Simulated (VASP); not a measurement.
Wanted: the native input for a VASP 6.6.1 run.

```yaml
Task: single point
Functional: PBE
Potentials_or_basis: VASP PAW PBE potentials, release 64 (Mg, Se)
Cutoff: 600 eV
k_mesh: 4 × 4 × 4
Occupations: tetrahedron
Spin: non-collinear spin, zero start, spin-orbit coupling
Starting_moments: "[[0.0, 0.0, 0.0], [0.0, 0.0, 0.0]] μB"
Dipole_correction: no
Further_INCAR_settings: ALGO = Normal; EDIFF = 1e-06; NBANDS = 20
```

The structure of MgSe lies in POSCAR:

```
MgSe
1.0
    0.0000000000      2.7337235204      2.7337235204
    2.7337235204      0.0000000000      2.7337235204
    2.7337235204      2.7337235204      0.0000000000
Mg Se
1 1
Direct
    0.0000000000      0.0000000000      0.0000000000
    0.5000000000      0.5000000000      0.5000000000
```

One way to write it, as run:

INCAR

```
SYSTEM = MgSe
PREC = Accurate
ENCUT = 600
EDIFF = 1E-6
ISMEAR = -4
SIGMA = 0.1
LREAL = .False.
LASPH = .True.
NELM = 200
ALGO = Normal
ISIF = 2
LWAVE = .False.
LCHARG = .False.
MAGMOM = 0 0 0 0 0 0
LORBIT = 11
LSORBIT = .True.
GGA_COMPAT = .False.
LORBMOM = .True.
GGA = PE
NBANDS = 20
```

KPOINTS

```
regular mesh
0
Gamma
  4 4 4
  0 0 0
```

Potentials or basis: VASP PAW PBE potentials, release 64 (Mg, Se).

Run with:

```console
$ cat potpaw_PBE.64/Mg/POTCAR potpaw_PBE.64/Se/POTCAR > POTCAR
$ mpirun -np 1 vasp_ncl > vasp.out
```

Results of the run:

```
Pressure                                              : 1.7 GPa
Net moment                                            : 0.00 μB per cell
Valence electrons inside the program's atomic spheres : Mg 0.29; Se 3.96
```

Caveat: the k points lie up to 0.50 Å⁻¹ apart.

Run time: 39 s on 1 thread of Intel Xeon 8259CL, on a shared host, peak memory 0.3 GiB.
